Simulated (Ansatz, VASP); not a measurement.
## Two plane-wave programs on Ni

POSCAR

```
Ni
1.0
    0.0000000000      1.7392116818      1.7392116818
    1.7392116818      0.0000000000      1.7392116818
    1.7392116818      1.7392116818      0.0000000000
Ni
1
Direct
    0.0000000000      0.0000000000      0.0000000000
```

The input INCAR.step1:

```
SYSTEM = Ni
ALGO = Normal
EDIFF = 1E-4
ENCUT = 520
GGA = PE
ISMEAR = 0
LASPH = .TRUE.
LCHARG = .FALSE.
LREAL = .FALSE.
LWAVE = .TRUE.
NBANDS = 11
NELM = 80
PREC = Accurate
SIGMA = 0.05
```

Contents of INCAR.step2:

```
SYSTEM = Ni
ALGO = Normal
EDIFF = 1E-6
ENCUT = 520
ISIF = 2
ISMEAR = 0
ISTART = 1
LASPH = .TRUE.
LCHARG = .FALSE.
LMIXTAU = .TRUE.
LREAL = .FALSE.
LWAVE = .FALSE.
METAGGA = R2SCAN
NBANDS = 11
NELM = 80
PREC = Accurate
SIGMA = 0.05
```

The input KPOINTS:

```
k-points
0
G
  22 22 22
  0 0 0
```

Input for Ansatz:

```yaml
crystal:
  lattice:
    - [0.0, 1.7392116818, 1.7392116818]
    - [1.7392116818, 0.0, 1.7392116818]
    - [1.7392116818, 1.7392116818, 0.0]
  atoms:
    - { symbol: Ni, position: [0.0, 0.0, 0.0] }
basis:
  ecutwfc: 500
  ecutrho_ratio: 4
kpoints:
  mp_grid: { grid: [22, 22, 22] }
hamiltonian:
  xc: r2scan
scf:
  occupations: { method: gaussian, width: 0.05 }
output:
  forces: true
  stress: true
  eigenvalues: true
```

Alike in both runs: task single point; functional r2SCAN; k mesh 22 × 22 × 22; occupations gaussian, width 0.05 eV; no spin polarisation.

|  | VASP | Ansatz |
| --- | --- | --- |
| version | VASP 6.6.1 | Ansatz 0.2.0 |
| potentials or method | VASP PAW PBE potentials, release 64 (Ni), cutoff 520 eV | scalar-relativistic, plane waves, PAW |
| valence electrons in the cell | 10 | 18 |

|  | VASP | Ansatz | Ansatz less VASP |
| --- | --- | --- | --- |
| gap on the k mesh at the Fermi level (eV) | none | none | - |
| pressure (GPa) | -2.3 | -2.9 | -0.65 |

VASP's potentials were made for PBE, not for r2SCAN. A gap of «none» marks a metal or a gap that the smearing closes. VASP's potentials hold 10 valence electrons a cell and Ansatz's 18, so a difference there can come from the potentials and not from the codes.
